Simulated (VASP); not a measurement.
# Ir (P6/mmm) in VASP: notebook, part 2 of 2

VASP 6.6.1.

### Step 3. Single point, PBEsol (volume scaled by 1.12)

File INCAR:

```
PREC     = Accurate       # precision mode
ENCUT    = 520            # plane-wave cutoff, eV
EDIFF    = 1E-7           # SCF threshold, eV
ISMEAR   = -1             # smearing method
SIGMA    = 0.1            # smearing width, eV
LREAL    = F              # projectors in reciprocal space
LASPH    = T              # aspherical terms in the spheres
NELM     = 60             # most SCF steps
ALGO     = Normal         # electronic algorithm
ISIF     = 2              # what is computed and relaxed
LWAVE    = F              # write WAVECAR
LCHARG   = F              # write CHGCAR
GGA      = PS             # functional
NBANDS   = 20             # bands
```

File KPOINTS:

```
Automatic mesh
0
Gamma
  11 11 15
```

File POSCAR:

```
Ir
1.0
    4.5011467983      0.0000000000      0.0000000000
   -2.2505733991      3.8981074735      0.0000000000
    0.0000000000      0.0000000000      2.7763638605
Ir
3
Direct
    0.0000000000      0.0000000000      0.0000000000
    0.3333333333      0.6666666667      0.5000000000
    0.6666666667      0.3333333333      0.5000000000
```

Potentials or basis: VASP PAW PBE potentials, release 64 (Ir).

Started as:

```sh
cat potpaw_PBE.64/Ir/POTCAR > POTCAR
mpirun -np 1 vasp_std > vasp.out
```

OUTCAR:

```text
PREC = Accurate
   ENCUT = 520
   EDIFF = 1E-7
   ISMEAR = -1
   LREAL = F
   LASPH = T
   NELM = 60
   ISIF = 2
   GGA = PS

 ion  position               nearest neighbor table
   1  0.000  0.000  0.000-   2 2.95   3 2.95   2 2.95   3 2.95   2 2.95   2 2.95   3 2.95   3 2.95
                             3 2.95   3 2.95   2 2.95   2 2.95
   2  0.333  0.667  0.500-   3 2.60   3 2.60   3 2.60   1 2.95   1 2.95   1 2.95   1 2.95   1 2.95
                             1 2.95
   3  0.667  0.333  0.500-   2 2.60   2 2.60   2 2.60   1 2.95   1 2.95   1 2.95   1 2.95   1 2.95
                             1 2.95

  LATTYP: Found a hexagonal cell.
 ALAT       =     4.5011467983
 C/A-ratio  =     0.6168125558

  Lattice vectors:

 A1 = (   4.5011467983,   0.0000000000,   0.0000000000)
 A2 = (  -2.2505733991,   3.8981074735,   0.0000000000)
 A3 = (   0.0000000000,   0.0000000000,   2.7763638605)

Analysis of symmetry for initial positions (statically):
=====================================================================
 Subroutine PRICEL returns:
 Original cell was already a primitive cell.

 Routine SETGRP: Setting up the symmetry group for a
 hexagonal supercell.

 Subroutine GETGRP returns: Found 24 space group operations
 (whereof 24 operations were pure point group operations)
 out of a pool of 24 trial point group operations.

The static configuration has the point symmetry D_6h.

Analysis of symmetry for dynamics (positions and initial velocities):
=====================================================================
 Subroutine PRICEL returns:
 Original cell was already a primitive cell.

 Routine SETGRP: Setting up the symmetry group for a
 hexagonal supercell.

 Subroutine GETGRP returns: Found 24 space group operations
 (whereof 24 operations were pure point group operations)
 out of a pool of 24 trial point group operations.

The dynamic configuration has the point symmetry D_6h.

 Subroutine INISYM returns: Found 24 space group operations
 (whereof 24 operations are pure point group operations),
 and found     1 'primitive' translations

----------------------------------------------------------------------------------------

                                     Primitive cell

  volume of cell :      48.7140

  direct lattice vectors                    reciprocal lattice vectors
     4.501146798  0.000000000  0.000000000     0.222165605  0.128267372  0.000000000
    -2.250573399  3.898107474  0.000000000     0.000000000  0.256534743  0.000000000
     0.000000000  0.000000000  2.776363861     0.000000000  0.000000000  0.360183337

  length of vectors
     4.501146798  4.501146798  2.776363861     0.256534743  0.256534743  0.360183337

  position of ions in fractional coordinates (direct lattice)
     0.000000000  0.000000000  0.000000000
     0.333333333  0.666666667  0.500000000
     0.666666667  0.333333333  0.500000000

  ion indices of the primitive-cell ions
   primitive index   ion index
                 1           1
                 2           2
                 3           3

----------------------------------------------------------------------------------------

 KPOINTS: Automatic mesh

Automatic generation of k-mesh.
 Grid dimensions read from file:
 generate k-points for:   11   11   15

 Generating k-lattice:

  Cartesian coordinates                     Fractional coordinates (reciprocal lattice)
     0.020196873  0.011660670  0.000000000     0.090909091 -0.000000000  0.000000000
     0.000000000  0.023321340  0.000000000     0.000000000  0.090909091  0.000000000
     0.000000000  0.000000000  0.024012222     0.000000000  0.000000000  0.066666667

  Length of vectors
     0.023321340  0.023321340  0.024012222

  Shift w.r.t. Gamma in fractional coordinates (k-lattice)
     0.000000000  0.000000000  0.000000000

 Subroutine IBZKPT returns following result:
 ===========================================

 Found    128 irreducible k-points:

 Following reciprocal coordinates:
            Coordinates               Weight
  0.000000  0.000000  0.000000      1.000000
  0.090909  0.000000  0.000000      6.000000
  0.181818 -0.000000  0.000000      6.000000
  0.272727 -0.000000  0.000000      6.000000
  0.363636  0.000000  0.000000      6.000000
  0.454545  0.000000  0.000000      6.000000
[... 16 lines left out ...]
  0.090909  0.090909  0.066667     12.000000
  0.181818  0.090909  0.066667     24.000000
 [... further k-points ...]
   k-points           NKPTS =    128   k-points in BZ     NKDIM =    128   number of bands    NBANDS=     20
   number of dos      NEDOS =    301   number of ions     NIONS =      3
   total plane-waves  NPLWV =  31104
   dimension x,y,z NGX =    36 NGY =   36 NGZ =   24
   dimension x,y,z NGXF=    72 NGYF=   72 NGZF=   48
   ions per type =               3
   NGX,Y,Z   is equivalent  to a cutoff of  13.30, 13.30, 14.37 a.u.
   NGXF,Y,Z  is equivalent  to a cutoff of  26.59, 26.59, 28.74 a.u.
 SYSTEM =  unknown system
   PREC   = accura    normal or accurate (medium, high low for compatibility)
   ISTART =      0    job   : 0-new  1-cont  2-samecut
   ICHARG =      2    charge: 1-file 2-atom 10-const
   ISPIN  =      1    spin polarized calculation?
   LNONCOLLINEAR =      F non collinear calculations
   LSORBIT =      F    spin-orbit coupling
   LASPH  =      T    aspherical Exc in radial PAW
   ENCUT  =  520.0 eV  38.22 Ry    6.18 a.u.   8.37  8.37  5.16*2*pi/ulx,y,z
   NELM   =     60;   NELMIN=  2; NELMDL= -5     # of ELM steps
   EDIFF  = 0.1E-06   stopping-criterion for ELM
   LREAL  =      F    real-space projection
   EDIFFG = 0.1E-05   stopping-criterion for IOM
   NSW    =      0    number of steps for IOM
   IBRION =     -1    ionic relax: 0-MD 1-quasi-New 2-CG
   NFREE  =      0    steps in history (QN), initial steepest desc. (CG)
   ISIF   =      2    stress and relaxation
   ISYM   =      2    0-nonsym 1-usesym 2-fastsym
   POTIM  = 0.5000    time-step for ionic-motion
   TEBEG  =    0.0;   TEEND  =   0.0 temperature during run
   PSTRESS=    0.0 pullay stress
   NELECT =      27.0000    total number of electrons
   NUPDOWN=      -1.0000    fix difference up-down
   EMIN   =  10.00;   EMAX   =-10.00  energy-range for DOS
   EFERMI =   0.00;   METHOD = LEGACY
   ISMEAR =    -1;   SIGMA  =   0.10  broadening in eV -4-tet -1-fermi 0-gaus
   EFERMI_NEDOS =   21; number of points for ismear=-14 and -15
   IALGO  =     38    algorithm
   IMIX   =      4    mixing-type and parameters
     AMIX     =   0.40;   BMIX     =  1.00
     AMIX_MAG =   1.60;   BMIX_MAG =  1.00
  volume/ion in A,a.u.               =      16.24       109.58
  Fermi-wavevector in a.u.,A,eV,Ry     =   1.344761  2.541229 24.604517  1.808381
  Thomas-Fermi vector in A             =   2.472728
   LORBIT       =      0    0 simple, 1 ext, 2 COOP (PROOUT), +10 PAW based schemes
   GGA     = PS    functional components
   LHFCALC =     F    Hartree Fock is set to
   AEXX    =    0.0000 exact exchange contribution
   IVDW    =     0    specifies the selected vdW correction
   LEPSILON=     F    determine dielectric tensor
   LRPA    =     F    only Hartree local field effects (RPA)
 non-spin polarized calculation
  energy-cutoff  :      520.00
  volume of cell :       48.71
 maximum number of plane-waves:      1331
 NGX is ok and might be reduce to    36
   NGX = 17   NGY = 17   NGZ = 11

 number of electron      27.0000001 magnetization

 Free energy of the ion-electron system (eV)
  ---------------------------------------------------
  ext. energy  EPLUGINS =         0.00000000
  ---------------------------------------------------
  free energy    TOTEN  =       -27.92603628 eV

  energy without entropy =      -27.74922111  energy(sigma->0) =      -27.83762869

 E-fermi :   8.0060     XC(G=0): -13.2863

 val. band max:        7.9962326895   @ k =   0.4545   0.0000   0.0667
 cond. band min:       8.0087329607   @ k =   0.1818  -0.0000   0.4667
 fundamental gap:      0.0125002712
 Fermi energy:         8.0060260922

 k-point     1 :       0.0000    0.0000    0.0000
  band No.  band energies     occupation
      1      -1.7530      2.00000
      2       1.9337      2.00000
      3       3.8492      2.00000
      4       4.0996      2.00000
      5       4.0996      2.00000
      6       4.1208      2.00000
[... 12 lines left out ...]
     19      15.7120      0.00000
[... 513 lines left out ...]
      4       2.9156      2.00000
      5       3.7579      2.00000
      6       4.3619      2.00000
[... 12 lines left out ...]
     19      14.7142      0.00000
     20      16.1532      0.00000

 [... further k-points ...]

------------------------ aborting loop because EDIFF is reached ----------------------------------------

  FORCE on cell =-STRESS in cart. coord.  units (eV):
  Direction    XX          YY          ZZ          XY          YZ          ZX
  --------------------------------------------------------------------------------------
  -------------------------------------------------------------------------------------
  Total       -9.3958753     -9.3958753     -8.6251939     -0.0000000      0.0000000     -0.0000000
  in kB     -309.0256004   -309.0256004   -283.6782783     -0.0000000      0.0000000     -0.0000000
  external PRESSURE =    -300.5764931 kB  Pullay stress =       0.0000000 kB

 VOLUME and BASIS-vectors are now :
 -----------------------------------------------------------------------------
  energy-cutoff  :      520.00
  volume of cell :       48.71
      direct lattice vectors                 reciprocal lattice vectors
     4.501146798  0.000000000  0.000000000     0.222165605  0.128267372  0.000000000
    -2.250573399  3.898107474  0.000000000     0.000000000  0.256534743  0.000000000
     0.000000000  0.000000000  2.776363861     0.000000000  0.000000000  0.360183337

 POSITION                                       TOTAL-FORCE (eV/Angst)
 -----------------------------------------------------------------------------------
      0.00000      0.00000      0.00000         0.000000      0.000000      0.000000
     -0.00000      2.59874      1.38818        -0.000000      0.000000      0.000000
      2.25057      1.29937      1.38818         0.000000     -0.000000      0.000000
 -----------------------------------------------------------------------------------
    total drift:                                0.000000      0.000000     -0.000000

  FREE ENERGIE OF THE ION-ELECTRON SYSTEM (eV)
  ---------------------------------------------------
  free  energy   TOTEN  =       -27.9260362814 eV

  energy  without entropy=      -27.7492211055  energy(sigma->0) =      -27.83762869
```

Run time: 55 s. Hardware: 1 thread of Intel Xeon 6975P-C (Granite Rapids), shared host; peak memory 0.24 GiB.

Results:

```yaml
Free_energy: -27.9260 eV
Pressure: -30.1 GPa
```

Caveat: the cell differs from its parent crystal (volume scaled by 1.12); the PAW data sets were made with another functional, which shifts forces and pressure a little; spin-orbit coupling is left out, which moves the levels of the heavy elements.

### Step 4. Relaxation of cell and atoms, PBEsol

This run uses another cell than the first one, of 14.15 Å³/atom, 0.904 times its volume.

File INCAR:

```
PREC = Accurate
ENCUT = 600
EDIFF = 1E-7
ISMEAR = -1
SIGMA = 0.1
LREAL = F
LASPH = T
NELM = 100
ALGO = Normal
ISIF = 3
LWAVE = F
LCHARG = F
GGA = PS
IBRION = 2
NSW = 80
EDIFFG = -0.01
```

File KPOINTS:

```
regular mesh
0
Gamma
  9 9 12
```

File POSCAR:

```
Ir
1.0
    4.3081096287      0.0000000000      0.0000000000
   -2.1540548143      3.7309323807      0.0000000000
    0.0000000000      0.0000000000      2.6408712024
Ir
3
Direct
    0.0000000000      0.0000000000      0.0000000000
    0.3333333333      0.6666666667      0.5000000000
    0.6666666667      0.3333333333      0.5000000000
```

Potentials or basis: VASP PAW PBE potentials, release 64 (Ir).

Started as:

```sh
cat potpaw_PBE.64/Ir/POTCAR > POTCAR
mpirun -np 1 vasp_std > vasp.out
```

OUTCAR:

```text
PREC = Accurate
   ENCUT = 600
   EDIFF = 1E-7
   ISMEAR = -1
   LREAL = F
   LASPH = T
   NELM = 100
   ISIF = 3
   GGA = PS
   IBRION = 2
   NSW = 80
   EDIFFG = -0.01

 ion  position               nearest neighbor table
   1  0.000  0.000  0.000-   2 2.82   3 2.82   2 2.82   3 2.82   2 2.82   2 2.82   3 2.82   3 2.82
                             3 2.82   3 2.82   2 2.82   2 2.82
   2  0.333  0.667  0.500-   3 2.49   3 2.49   3 2.49   1 2.82   1 2.82   1 2.82   1 2.82   1 2.82
                             1 2.82
   3  0.667  0.333  0.500-   2 2.49   2 2.49   2 2.49   1 2.82   1 2.82   1 2.82   1 2.82   1 2.82
                             1 2.82

  LATTYP: Found a hexagonal cell.
 ALAT       =     4.3081096287
 C/A-ratio  =     0.6130000000

  Lattice vectors:

 A1 = (   4.3081096287,   0.0000000000,   0.0000000000)
 A2 = (  -2.1540548143,   3.7309323807,   0.0000000000)
 A3 = (   0.0000000000,   0.0000000000,   2.6408712024)

Analysis of symmetry for initial positions (statically):
[... 184 lines left out ...]

 k-point     1 :       0.0000    0.0000    0.0000
  band No.  band energies     occupation
      1      -0.9377      2.00000
      2       2.7835      2.00000
      3       5.1379      2.00000
      4       5.4764      2.00000
      5       5.4764      2.00000
      6       5.4907      2.00000
[... 766 lines left out ...]
--------------------------------------- Ionic step        9  -------------------------------------------

 number of electron      27.0000000 magnetization

 Free energy of the ion-electron system (eV)
  ---------------------------------------------------
  ext. energy  EPLUGINS =         0.00000000
  ---------------------------------------------------
  free energy    TOTEN  =       -28.46128070 eV

  energy without entropy =      -28.31246154  energy(sigma->0) =      -28.38687112

 E-fermi :   9.7849     XC(G=0): -13.9265

 val. band max:        9.7707333408   @ k =   0.4444   0.0000   0.2500
 cond. band min:       9.7881495069   @ k =   0.4444   0.1111   0.1667
 fundamental gap:      0.0174161662
 Fermi energy:         9.7849379445

 k-point     1 :       0.0000    0.0000    0.0000
  band No.  band energies     occupation
      1      -1.1110      2.00000
      2       2.6241      2.00000
      3       4.9240      2.00000
      4       5.1993      2.00000
      5       5.1993      2.00000
      6       5.2078      2.00000
[... 501 lines left out ...]
  FREE ENERGIE OF THE ION-ELECTRON SYSTEM (eV)
  ---------------------------------------------------
  free  energy   TOTEN  =       -28.4612807016 eV

  energy  without entropy=      -28.3124615401  energy(sigma->0) =      -28.38687112

 reached required accuracy - stopping structural energy minimisation
```

Wall time 14 min (1 thread of AMD EPYC 7R13, shared host); peak memory 0.2 GiB.

Results:

```
Free energy                            : -28.4613 eV
Relaxed volume                         : 14.53 Å³/atom
Relaxed cell                           : a = 4.338 Å, b = 4.338 Å, c = 2.675 Å, α = 90.00°, β = 90.00°, γ = 120.00°
Space group after relaxing (to 0.05 Å) : P6/mmm (No. 191)
Energy gained by relaxing              : 12.2 meV/atom
Ionic steps                            : 9
Pressure after relaxing                : 0.0 GPa
```

The path:
| step | energy change (eV) | largest force (eV/Å) | pressure (GPa) | volume (Å³) |
| --- | --- | --- | --- | --- |
| 1 | 0.0000 | 0.0000 | 10.17 | 42.45 |
| 2 | 0.4078 | 0.0000 | -27.89 | 48.20 |
| 3 | -0.0358 | 0.0000 | -0.53 | 43.65 |
| 4 | -0.0359 | 0.0000 | -0.11 | 43.60 |
| 5 | -0.0359 | 0.0000 | 0.08 | 43.58 |
| 6 | -0.0362 | 0.0000 | 0.28 | 43.57 |
| 7 | -0.0366 | 0.0000 | 0.19 | 43.58 |
| 8 | -0.0365 | 0.0000 | -0.49 | 43.66 |
| 9 | -0.0366 | 0.0000 | 0.01 | 43.60 |

Final structure:
```cif
data_structure
_symmetry_space_group_name_H-M 'P 1'
_symmetry_Int_Tables_number 1
_cell_length_a 4.3381
_cell_length_b 4.3381
_cell_length_c 2.6750
_cell_angle_alpha 90.000
_cell_angle_beta 90.000
_cell_angle_gamma 120.000
_cell_volume 43.60
loop_
_atom_site_label
_atom_site_type_symbol
_atom_site_fract_x
_atom_site_fract_y
_atom_site_fract_z
_atom_site_occupancy
Ir1 Ir 0.00000 0.00000 0.00000 1
Ir2 Ir 0.33333 0.66667 0.50000 1
Ir3 Ir 0.66667 0.33333 0.50000 1
```

Caveat: the PAW data sets were made with another functional, which shifts forces and pressure a little; spin-orbit coupling is left out, which moves the levels of the heavy elements.

### Step 5. Single point, PBEsol (volume scaled by 0.96)

File INCAR:

```
PREC = Accurate
ENCUT = 500
EDIFF = 1E-6
ISMEAR = -1
SIGMA = 0.1
LREAL = False
LASPH = True
NELM = 120
ALGO = Normal
ISIF = 2
LWAVE = False
LCHARG = True
GGA = PS
LELF = True
LVHAR = True
NBANDS = 32
GGA_COMPAT = False
```

File KPOINTS:

```
regular mesh
0
Gamma
  11 11 15
```

File POSCAR:

```
Ir
1.0
    4.2757034922      0.0000000000      0.0000000000
   -2.1378517461      3.7028678433      0.0000000000
    0.0000000000      0.0000000000      2.6373075987
Ir
3
Direct
    0.0000000000      0.0000000000      0.0000000000
    0.3333333333      0.6666666667      0.5000000000
    0.6666666667      0.3333333333      0.5000000000
```

Potentials or basis: VASP PAW PBE potentials, release 64 (Ir_sv_GW).

Started as:

```sh
cat potpaw_PBE.64/Ir_sv_GW/POTCAR > POTCAR
mpirun -np 1 vasp_std > vasp.out
```

Run time: 1.9 min. Hardware: 1 thread of Intel Xeon 6975P-C (Granite Rapids), shared host; peak memory 0.25 GiB.

Results (log left out):

```yaml
Free_energy: -30.0988 eV
Pressure: 12.7 GPa
```

Stress tensor (GPa, compression positive):
```
13.45  0.00  0.00
 0.00 13.45  0.00
 0.00  0.00 11.32
```

Levels at points of the mesh, in eV from the Fermi level:
| k point | band 23 | band 24 | band 25 | band 26 | band 27 | band 28 | band 29 | band 30 |
| --- | --- | --- | --- | --- | --- | --- | --- | --- |
| (0.00, 0.00, 0.00) | -2.22 | -2.22 | -2.17 | -2.17 | 1.31 | 1.31 | 6.32 | 7.65 |

Caveat: the cell differs from its parent crystal (volume scaled by 0.96); the PAW data sets were made with another functional, which shifts forces and pressure a little; spin-orbit coupling is left out, which moves the levels of the heavy elements.

### Step 6. Overview

```csv
task,potentials or basis,cell,k mesh,cutoff (eV),second run,gap on the mesh (eV),pressure (GPa)
single point,"VASP PAW PBE potentials, release 64 (Ir)","a = 4.447, b = 4.447, c = 2.743 Å, angles 90.0, 90.0, 120.0°, 3 atoms",11 × 11 × 15,520,-,none,-22.2
single point,"VASP PAW PBE potentials, release 64 (Ir)","a = 4.501, b = 4.501, c = 2.776 Å, angles 90.0, 90.0, 120.0°, 3 atoms",11 × 11 × 15,520,-,none,-30.1
relaxation of cell and atoms,"VASP PAW PBE potentials, release 64 (Ir)","relaxed from a = 4.308, b = 4.308, c = 2.641 Å, angles 90.0, 90.0, 120.0°, 3 atoms",9 × 9 × 12,600,-,none,0.0
single point,"VASP PAW PBE potentials, release 64 (Ir_sv_GW)","a = 4.276, b = 4.276, c = 2.637 Å, angles 90.0, 90.0, 120.0°, 3 atoms",11 × 11 × 15,500,valence_matched,none,12.7
```

Alike in all rows: level PBEsol; no spin polarisation; smearing fermi-dirac 0.1 eV.

Caveats: the PAW data sets were made with another functional, which shifts forces and pressure a little; spin-orbit coupling is left out, which moves the levels of the heavy elements.

Total energies depend on the potentials used, so only differences within one code and one set of settings carry meaning.
